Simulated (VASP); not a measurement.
Here is a VASP 6.6.1 calculation.

The input INCAR:

```
PREC = Accurate ; ENCUT = 520
EDIFF = 1E-6 ; ISMEAR = 0
SIGMA = 0.01 ; LREAL = False
LASPH = True ; NELM = 100
ALGO = Normal ; ISIF = 2
LWAVE = False ; LCHARG = False
GGA = PE ; NBANDS = 32
```

The input KPOINTS:

```
Automatic mesh
0
Gamma
  9 9 9
```

POSCAR

```
Bi2Se3
1.0
    2.0947987232      1.2094326067     10.4722558612
   -2.0947987232      1.2094326067     10.4722558612
    0.0000000000     -2.4188652135     10.4722558612
Bi Se
2 3
Direct
    0.3954341506      0.3954341506      0.3954341506
    0.6045658494      0.6045658494      0.6045658494
    0.0000000000      0.0000000000      0.0000000000
    0.2215085262      0.2215085262      0.2215085262
    0.7784914738      0.7784914738      0.7784914738
```

Potentials or basis: VASP PAW PBE potentials, release 64 (Bi_d, Se).

Command:

```sh
$ cat potpaw_PBE.64/Bi_d/POTCAR potpaw_PBE.64/Se/POTCAR > POTCAR
$ mpirun -np 1 vasp_std > vasp.out
```

Predict the largest force.

0.011 eV/Å.

What does it give for the pressure?

0.0 GPa.

Forces on the atoms (eV/Å):
```
Bi   0.000  0.000 -0.009
Bi   0.000  0.000  0.009
Se   0.000  0.000  0.000
Se   0.000  0.000 -0.011
Se   0.000  0.000  0.011
```
